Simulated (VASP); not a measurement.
# ScAl3N4 (Cmc2_1) in VASP: notebook

ScAl3N4 is run at these levels: PBE; tasks: single point.

Program: VASP 6.6.1. These are calculated values, not measurements. Logs are shortened: lines on timing, memory, paths and dates and some standing lists are left out, and cuts for length are marked.

### Step 1. The cell of the first run

Symmetry: Cmc2_1, No. 36, orthorhombic system. Conventional cell: a = 6.475 Å, b = 11.152 Å, c = 5.053 Å, α = 90.00°, β = 90.00°, γ = 90.00°. Within 2.5 Å of Al (site symmetry 1) lie 4 N at 1.90 to 1.96 Å. Within 2.5 Å of Al (site symmetry m) lie 4 N at 1.90 to 1.96 Å. Sc (site symmetry m) has 4 N at 2.05 to 2.12 Å within 2.7 Å. N (site symmetry m) has 2 Al at 1.90 Å and 2 Sc at 2.05 to 2.12 Å within 2.5 Å. N (site symmetry 1) has 3 Al at 1.90 Å and 1 Sc at 2.06 Å within 2.5 Å. Within 2.6 Å of N (site symmetry m) lie 4 Al at 1.93 to 1.96 Å.

### Step 2. Single point, PBE

The input, INCAR:

```
SYSTEM = ScAl3N4
  PREC = Accurate
  ENCUT = 520
  EDIFF = 1E-6
  ISMEAR = 0
  SIGMA = 0.01
  LREAL = Auto
  LASPH = .TRUE.
  NELM = 100
  ALGO = Normal
  ISIF = 2
  LWAVE = .FALSE.
  LCHARG = .TRUE.
  GGA = PE
  LELF = .TRUE.
  LVHAR = .TRUE.
  NBANDS = 54
```

The input, KPOINTS:

```
regular mesh
0
G
  4 4 5
  0 0 0
```

The input, POSCAR:

```
ScAl3N4
1.0
    6.4476951871      0.0156483829      0.0000000000
   -3.2102956964      5.5916920194      0.0000000000
    0.0000000000      0.0000000000      5.0527237652
Al Sc N
6 2 8
Direct
    0.1641626126      0.8291954314     -0.0002493149
    0.3358373874      0.6708045686      0.4997506851
    0.6708045686      0.3358373874     -0.0002493149
    0.8291954314      0.1641626126      0.4997506851
    0.6651549401      0.8348450599     -0.0042212773
    0.8348450599      0.6651549401      0.4957787227
    0.1611115555      0.3388884445     -0.0075990380
    0.3388884445      0.1611115555      0.4924009620
    0.1589347566      0.3410652434      0.4128418335
    0.3410652434      0.1589347566      0.9128418335
    0.1546761122      0.8092683935      0.3745016324
    0.3453238878      0.6907316065      0.8745016324
    0.6907316065      0.3453238878      0.3745016324
    0.8092683935      0.1546761122      0.8745016324
    0.6675852475      0.8324147525      0.3784738468
    0.8324147525      0.6675852475      0.8784738468
```

Potentials or basis: VASP PAW PBE potentials, release 64 (Al, Sc_sv, N).

Started as:

```bash
$ cat potpaw_PBE.64/Al/POTCAR potpaw_PBE.64/Sc_sv/POTCAR potpaw_PBE.64/N/POTCAR > POTCAR
$ mpirun -np 1 vasp_std > vasp.out
```

OUTCAR:

```text
SYSTEM = ScAl3N4
   PREC = Accurate
   ENCUT = 520
   EDIFF = 1E-6
   ISMEAR = 0
   LREAL = Auto
   LASPH = .TRUE.
   NELM = 100
   ISIF = 2
   GGA = PE

 ion  position               nearest neighbor table
   1  0.164  0.829  1.000-  12 1.90  11 1.90  10 1.90  16 1.96   8 3.11   6 3.11   2 3.13   2 3.13
                             6 3.14   7 3.15   8 3.17   3 3.19   5 3.21   5 3.24   3 3.28   7 3.30
   2  0.336  0.671  0.500-  11 1.90  12 1.90   9 1.90  15 1.96   7 3.11   5 3.11   1 3.13   1 3.13
                             5 3.14   8 3.15   7 3.17   4 3.19   6 3.21   6 3.24   4 3.28   8 3.30
   3  0.671  0.336  1.000-  14 1.90  13 1.90  10 1.90  16 1.96   8 3.11   6 3.11   4 3.13   4 3.13
                             6 3.14   7 3.15   8 3.17   1 3.19   5 3.21   5 3.24   1 3.28   7 3.30
   4  0.829  0.164  0.500-  13 1.90  14 1.90   9 1.90  15 1.96   7 3.11   5 3.11   3 3.13   3 3.13
                             5 3.14   8 3.15   7 3.17   2 3.19   6 3.21   6 3.24   2 3.28   8 3.30
   5  0.665  0.835  0.996-  12 1.90  14 1.90  15 1.93  16 1.96   2 3.11   4 3.11   2 3.14   4 3.14
                             6 3.16   6 3.16   1 3.21   3 3.21   1 3.24   3 3.24   7 3.24   7 3.24
   6  0.835  0.665  0.496-  11 1.90  13 1.90  16 1.93  15 1.96   1 3.11   3 3.11   1 3.14   3 3.14
                             5 3.16   5 3.16   2 3.21   4 3.21   2 3.24   4 3.24   8 3.24   8 3.24
   7  0.161  0.339  0.992-  10 2.05  14 2.06  12 2.06   9 2.12   4 3.11   2 3.11   3 3.15   1 3.15
                             4 3.17   2 3.17   8 3.21   8 3.21   5 3.24   5 3.24   3 3.30   1 3.30
   8  0.339  0.161  0.492-   9 2.05  13 2.06  11 2.06  10 2.12   3 3.11   1 3.11   4 3.15   2 3.15
                             3 3.17   1 3.17   7 3.21   7 3.21   6 3.24   6 3.24   4 3.30   2 3.30
   9  0.159  0.341  0.413-   4 1.90   2 1.90   8 2.05   7 2.12
  10  0.341  0.159  0.913-   3 1.90   1 1.90   7 2.05   8 2.12
  11  0.155  0.809  0.375-   6 1.90   2 1.90   1 1.90   8 2.06
  12  0.345  0.691  0.875-   5 1.90   1 1.90   2 1.90   7 2.06
  13  0.691  0.345  0.375-   6 1.90   4 1.90   3 1.90   8 2.06
  14  0.809  0.155  0.875-   5 1.90   3 1.90   4 1.90   7 2.06
  15  0.668  0.832  0.378-   5 1.93   2 1.96   4 1.96   6 1.96
  16  0.832  0.668  0.878-   6 1.93   1 1.96   3 1.96   5 1.96

  LATTYP: Found a base centered orthorhombic cell.
 ALAT       =     6.4747989814
 B/A-ratio  =     1.7223835527
 C/A-ratio  =     0.7803676654

  Lattice vectors:

 A1 = (   6.4476951871,   0.0156483829,   0.0000000000)
 A2 = (  -3.2102956964,   5.5916920194,   0.0000000000)
 A3 = (   0.0000000000,   0.0000000000,   5.0527237652)

Analysis of symmetry for initial positions (statically):
=====================================================================
 Subroutine PRICEL returns:
 Original cell was already a primitive cell.

 Routine SETGRP: Setting up the symmetry group for a
 base centered orthorhombic supercell.

 Subroutine GETGRP returns: Found  4 space group operations
 (whereof  1 operations were pure point group operations)
 out of a pool of  8 trial point group operations.

The static configuration has the point symmetry C_1 .
 The point group associated with its full space group is C_2v.

Analysis of symmetry for dynamics (positions and initial velocities):
=====================================================================
 Subroutine PRICEL returns:
 Original cell was already a primitive cell.

 Routine SETGRP: Setting up the symmetry group for a
 base centered orthorhombic supercell.

 Subroutine GETGRP returns: Found  4 space group operations
 (whereof  1 operations were pure point group operations)
 out of a pool of  8 trial point group operations.

The dynamic configuration has the point symmetry C_1 .
 The point group associated with its full space group is C_2v.

 Subroutine INISYM returns: Found  4 space group operations
 (whereof  1 operations are pure point group operations),
 and found     1 'primitive' translations

----------------------------------------------------------------------------------------

                                     Primitive cell

  volume of cell :     182.4223

  direct lattice vectors                    reciprocal lattice vectors
     6.447695187  0.015648383  0.000000000     0.154878377  0.088918593  0.000000000
    -3.210295696  5.591692019  0.000000000    -0.000433428  0.178587906  0.000000000
     0.000000000  0.000000000  5.052723765     0.000000000  0.000000000  0.197913056

  length of vectors
[... 44 lines left out ...]
 Grid dimensions read from file:
 generate k-points for:    4    4    5

 Generating k-lattice:

  Cartesian coordinates                     Fractional coordinates (reciprocal lattice)
     0.038719594  0.022229648  0.000000000     0.250000000 -0.000000000  0.000000000
    -0.000108357  0.044646976  0.000000000     0.000000000  0.250000000  0.000000000
     0.000000000  0.000000000  0.039582611     0.000000000  0.000000000  0.200000000

  Length of vectors
     0.044647108  0.044647108  0.039582611

  Shift w.r.t. Gamma in fractional coordinates (k-lattice)
     0.000000000  0.000000000  0.000000000

 Subroutine IBZKPT returns following result:
 ===========================================

 Found     21 irreducible k-points:

 Following reciprocal coordinates:
            Coordinates               Weight
  0.000000  0.000000  0.000000      1.000000
  0.250000  0.000000  0.000000      4.000000
  0.500000  0.000000  0.000000      2.000000
  0.250000  0.250000  0.000000      2.000000
  0.500000  0.250000  0.000000      4.000000
 -0.250000  0.250000  0.000000      2.000000
[... 13 lines left out ...]
 -0.250000  0.250000  0.400000      4.000000
  0.500000  0.500000  0.400000      2.000000
   k-points           NKPTS =     21   k-points in BZ     NKDIM =     21   number of bands    NBANDS=     54
   number of dos      NEDOS =    301   number of ions     NIONS =     16
   total plane-waves  NPLWV =  92160
   dimension x,y,z NGX =    48 NGY =   48 NGZ =   40
   dimension x,y,z NGXF=    96 NGYF=   96 NGZF=   80
   ions per type =               6   2   8
   NGX,Y,Z   is equivalent  to a cutoff of  12.38, 12.38, 13.16 a.u.
   NGXF,Y,Z  is equivalent  to a cutoff of  24.75, 24.75, 26.32 a.u.
 SYSTEM =  ScAl3N4
   PREC   = accura    normal or accurate (medium, high low for compatibility)
   ISTART =      0    job   : 0-new  1-cont  2-samecut
   ICHARG =      2    charge: 1-file 2-atom 10-const
   ISPIN  =      1    spin polarized calculation?
   LNONCOLLINEAR =      F non collinear calculations
   LSORBIT =      F    spin-orbit coupling
   LASPH  =      T    aspherical Exc in radial PAW
   ENCUT  =  520.0 eV  38.22 Ry    6.18 a.u.  11.99 11.99  9.39*2*pi/ulx,y,z
   NELM   =    100;   NELMIN=  2; NELMDL= -5     # of ELM steps
   EDIFF  = 0.1E-05   stopping-criterion for ELM
   LREAL  =      T    real-space projection
   EDIFFG = 0.1E-04   stopping-criterion for IOM
   NSW    =      0    number of steps for IOM
   IBRION =     -1    ionic relax: 0-MD 1-quasi-New 2-CG
   NFREE  =      0    steps in history (QN), initial steepest desc. (CG)
   ISIF   =      2    stress and relaxation
   ISYM   =      2    0-nonsym 1-usesym 2-fastsym
   POTIM  = 0.5000    time-step for ionic-motion
   TEBEG  =    0.0;   TEEND  =   0.0 temperature during run
   PSTRESS=    0.0 pullay stress
   NELECT =      80.0000    total number of electrons
   NUPDOWN=      -1.0000    fix difference up-down
   EMIN   =  10.00;   EMAX   =-10.00  energy-range for DOS
   EFERMI =   0.00;   METHOD = LEGACY
   ISMEAR =     0;   SIGMA  =   0.01  broadening in eV -4-tet -1-fermi 0-gaus
   EFERMI_NEDOS =   21; number of points for ismear=-14 and -15
   IALGO  =     38    algorithm
   IMIX   =      4    mixing-type and parameters
     AMIX     =   0.40;   BMIX     =  1.00
     AMIX_MAG =   1.60;   BMIX_MAG =  1.00
  volume/ion in A,a.u.               =      11.40        76.94
  Fermi-wavevector in a.u.,A,eV,Ry     =   1.243786  2.350414 21.048245  1.547002
  Thomas-Fermi vector in A             =   2.378081
   LORBIT       =      0    0 simple, 1 ext, 2 COOP (PROOUT), +10 PAW based schemes
   GGA     = PE    functional components
   LHFCALC =     F    Hartree Fock is set to
   AEXX    =    0.0000 exact exchange contribution
   IVDW    =     0    specifies the selected vdW correction
   LEPSILON=     F    determine dielectric tensor
   LRPA    =     F    only Hartree local field effects (RPA)
 non-spin polarized calculation
 Gauss-broadening in eV      SIGMA  =   0.01
  energy-cutoff  :      520.00
  volume of cell :      182.42
 maximum number of plane-waves:      4936
   NGX = 23   NGY = 23   NGZ = 19

 number of electron      80.0000007 magnetization

 Free energy of the ion-electron system (eV)
  ---------------------------------------------------
  ext. energy  EPLUGINS =         0.00000000
  ---------------------------------------------------
  free energy    TOTEN  =      -124.24039347 eV

  energy without entropy =     -124.24039347  energy(sigma->0) =     -124.24039347

 E-fermi :   5.0629     XC(G=0): -10.7947

 val. band max:        4.9741690377   @ k =   0.0000   0.0000   0.0000
 cond. band min:       8.7461305134   @ k =   0.5000   0.2500   0.0000
 fundamental gap:      3.7719614757
 Fermi energy:         5.0628705020

 k-point     1 :       0.0000    0.0000    0.0000
  band No.  band energies     occupation
      1     -41.8285      2.00000
      2     -41.7986      2.00000
      3     -20.6835      2.00000
      4     -20.6498      2.00000
      5     -20.6150      2.00000
      6     -20.5848      2.00000
[... 1144 lines left out ...]
     51      12.1147      0.00000
     52      12.1226      0.00000
 [bands above 52 left out]

------------------------ aborting loop because EDIFF is reached ----------------------------------------

  FORCE on cell =-STRESS in cart. coord.  units (eV):
  Direction    XX          YY          ZZ          XY          YZ          ZX
  --------------------------------------------------------------------------------------
  -------------------------------------------------------------------------------------
  Total        2.6130241      2.6528683      1.4568625      0.0345060      0.0000000      0.0000000
  in kB       22.9496462     23.2995889     12.7953200      0.3030593      0.0000000      0.0000000
  external PRESSURE =      19.6815184 kB  Pullay stress =       0.0000000 kB

 VOLUME and BASIS-vectors are now :
 -----------------------------------------------------------------------------
  energy-cutoff  :      520.00
  volume of cell :      182.42
      direct lattice vectors                 reciprocal lattice vectors
     6.447695187  0.015648383  0.000000000     0.154878377  0.088918593  0.000000000
    -3.210295696  5.591692019  0.000000000    -0.000433428  0.178587906  0.000000000
     0.000000000  0.000000000  5.052723765     0.000000000  0.000000000  0.197913056

 POSITION                                       TOTAL-FORCE (eV/Angst)
 -----------------------------------------------------------------------------------
     -1.60349      4.63917      5.05146         0.002615     -0.000766      0.000204
      0.01190      3.75619      2.52510        -0.002615      0.000766      0.000204
      3.24701      1.88840      5.05146         0.001971     -0.001882      0.000204
      4.81939      0.93092      2.52510        -0.001971      0.001882      0.000204
      1.60862      4.67861      5.03139         0.000545     -0.000315     -0.001656
      3.24748      3.73241      2.50503        -0.000545      0.000315     -0.001656
[... 8 lines left out ...]
      1.63209      4.66505      1.91232         0.000257     -0.000148      0.000638
      3.22401      3.74596      4.43869        -0.000257      0.000148      0.000638
 -----------------------------------------------------------------------------------
    total drift:                                0.000001      0.000001     -0.008981

  FREE ENERGIE OF THE ION-ELECTRON SYSTEM (eV)
  ---------------------------------------------------
  free  energy   TOTEN  =      -124.2403934724 eV

  energy  without entropy=     -124.2403934724  energy(sigma->0) =     -124.24039347
```

Wall time 12 min (1 thread of Intel Xeon 8259CL, shared host); peak memory 0.36 GiB.

Results:

```yaml
Free_energy: -124.2404 eV
Pressure: 2.0 GPa
Largest_force: 0.074 eV/Å
Band_gap_on_the_k_mesh: 3.77 eV (least direct gap 3.79 eV)
```

Forces on the atoms (eV/Å):
```
Al   0.003 -0.001  0.000
Al  -0.003  0.001  0.000
Al   0.002 -0.002  0.000
Al  -0.002  0.002  0.000
Al   0.001  0.000 -0.002
Al  -0.001  0.000 -0.002
Sc  -0.003  0.002  0.005
Sc   0.003 -0.002  0.005
N   -0.058  0.033  0.033
N    0.058 -0.033  0.033
N   -0.003 -0.063 -0.019
N    0.003  0.063 -0.019
N    0.053  0.034 -0.019
N   -0.053 -0.034 -0.019
N    0.000  0.000  0.001
N    0.000  0.000  0.001
```

### Step 3. Single point, PBE

This run uses another cell than the first one, of 11.46 Å³/atom.

The input, INCAR:

```
  PREC = Accurate
  ENCUT = 520
  EDIFF = 1E-6
  ISMEAR = 0
  SIGMA = 0.01
  LREAL = Auto
  LASPH = T
  NELM = 80
  ALGO = Normal
  ISIF = 2
  LWAVE = F
  LCHARG = F
  GGA = PE
  NBANDS = 54
```

The input, KPOINTS:

```
Automatic mesh
0
Gamma
  4 4 5
```

The input, POSCAR:

```
ScAl3N4
1.0
    6.4800956655      0.0157270180      0.0000000000
   -3.2264278356      5.6197909742      0.0000000000
    0.0000000000      0.0000000000      5.0274601464
Al Sc N
6 2 8
Direct
    0.1642803860      0.8290797166     -0.0010445272
    0.3357196140      0.6709202834      0.4989554728
    0.6709202834      0.3357196140     -0.0010445272
    0.8290797166      0.1642803860      0.4989554728
    0.6651369481      0.8348630519     -0.0046971316
    0.8348630519      0.6651369481      0.4953028684
    0.1612420597      0.3387579403     -0.0100851820
    0.3387579403      0.1612420597      0.4899148180
    0.1587648493      0.3412351507      0.4136492286
    0.3412351507      0.1587648493      0.9136492286
    0.1545602511      0.8092723325      0.3758304633
    0.3454397489      0.6907276675      0.8758304633
    0.6907276675      0.3454397489      0.3758304633
    0.8092723325      0.1545602511      0.8758304633
    0.6675560967      0.8324439033      0.3795612128
    0.8324439033      0.6675560967      0.8795612128
```

Potentials or basis: VASP PAW PBE potentials, release 64 (Al, Sc_sv, N).

Started as:

```bash
$ cat potpaw_PBE.64/Al/POTCAR potpaw_PBE.64/Sc_sv/POTCAR potpaw_PBE.64/N/POTCAR > POTCAR
$ mpirun -np 1 vasp_std > vasp.out
```

Wall time 12 min (1 thread of Intel Xeon 8259CL, shared host); peak memory 0.37 GiB.

Results (log left out):

```yaml
Free_energy: -124.2506 eV
Pressure: 0.9 GPa
Largest_force: 0.071 eV/Å
Band_gap_on_the_k_mesh: 3.66 eV (least direct gap 3.72 eV)
```

Forces in eV/Å, atoms in the order of the input:
```
Al   0.003  0.001  0.002
Al  -0.003 -0.001  0.002
Al   0.000 -0.003  0.002
Al   0.000  0.003  0.002
Al   0.001  0.000 -0.001
Al  -0.001  0.000 -0.001
Sc  -0.003  0.002  0.005
Sc   0.003 -0.002  0.005
N   -0.056  0.032  0.031
N    0.056 -0.032  0.031
N   -0.003 -0.062 -0.019
N    0.003  0.062 -0.019
N    0.052  0.034 -0.019
N   -0.052 -0.034 -0.019
N    0.001 -0.001  0.000
N   -0.001  0.001  0.000
```

Stress tensor (GPa, compression positive):
```
0.66 0.01 0.00
0.01 0.67 0.00
0.00 0.00 1.26
```

Levels at points of the mesh, in eV from the valence-band top:
```
           k point  band 36  band 37  band 38  band 39  band 40  band 41  band 42  band 43  band 44  band 45
(0.00, 0.00, 0.00)    -0.53    -0.46    -0.41    -0.24     0.00     3.72     3.93     4.02     4.32     4.56
(0.50, 0.00, 0.00)    -0.56    -0.27    -0.25    -0.17    -0.08     3.87     4.24     4.54     4.63     5.19
(0.50, 0.50, 0.00)    -0.65    -0.23    -0.23    -0.20    -0.15     3.67     4.33     4.46     4.81     4.90
```

A k mesh can miss the band edges.

[end of part 1 of 2]
